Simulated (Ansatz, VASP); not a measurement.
Sc2BP3 in VASP and in Ansatz

```xyz
6
Lattice="4.2639 0.0000 0.0000 -2.1319 3.6926 0.0000 0.0000 0.0000 8.8717" Properties=species:S:1:pos:R:3 pbc="T T T"
Sc    2.1319    1.2309    4.4359
Sc    0.0000    2.4618    0.0000
B     0.0000    2.4618    4.4359
P     0.0000    2.4618    2.6887
P     0.0000    2.4618    6.1831
P     2.1319    1.2309    0.0000
```

Alike in both runs: functional PBE; k mesh 12 × 12 × 4; occupations gaussian, width 0.1 eV; no spin polarisation.

Ansatz relaxed the structure, and its values are those at the end. VASP's run is a single point on that final structure, the one shown.

|  | VASP | Ansatz |
| --- | --- | --- |
| version | VASP 6.6.1 | Ansatz 0.2.0 |
| potentials or method | VASP PAW PBE potentials, release 64 (Sc_sv, B, P), cutoff 520 eV | scalar-relativistic, plane waves, PAW |
| valence electrons in the cell | 40 | 40 |

```csv
,VASP,Ansatz,Ansatz less VASP
gap on the k mesh at the Fermi level (eV),none,none,-
pressure (GPa),0.0,0.0,-0.02
rms of the force components (eV/Å),0.014,0.000,-0.0144
```

A gap of «none» marks a metal or a gap that the smearing closes. With one functional, cell and mesh, what is left measures potentials, basis and numerics.
